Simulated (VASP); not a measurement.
Here is a VASP 6.6.1 calculation.

Contents of INCAR:

```
SYSTEM = Na
PREC = Accurate ; ENCUT = 520
EDIFF = 1E-6 ; ISMEAR = 0
SIGMA = 0.15 ; LREAL = .False.
LASPH = .True. ; NELM = 100
ALGO = Fast ; ISIF = 2
LWAVE = .False. ; LCHARG = .False.
GGA = PS ; NBANDS = 10
```

KPOINTS

```
regular mesh
0
Gamma
  8 8 8
  0 0 0
```

File POSCAR:

```
Na
1.0
    7.3740479274     -1.4748095855     -1.4748095855
   -1.4748095855      7.3740479274     -1.4748095855
   -1.4748095855     -1.4748095855      7.3740479274
Na
1
Direct
    0.0000000000      0.0000000000      0.0000000000
```

Potentials or basis: VASP PAW PBE potentials, release 64 (Na_pv).

The run is started by

```console
$ cat potpaw_PBE.64/Na_pv/POTCAR > POTCAR
$ mpirun -np 1 vasp_std > vasp.out
```

Task: Predict the pressure.

Result: -0.1 GPa.

Caveat: the PAW data sets were made with another functional, which shifts forces and pressure a little.
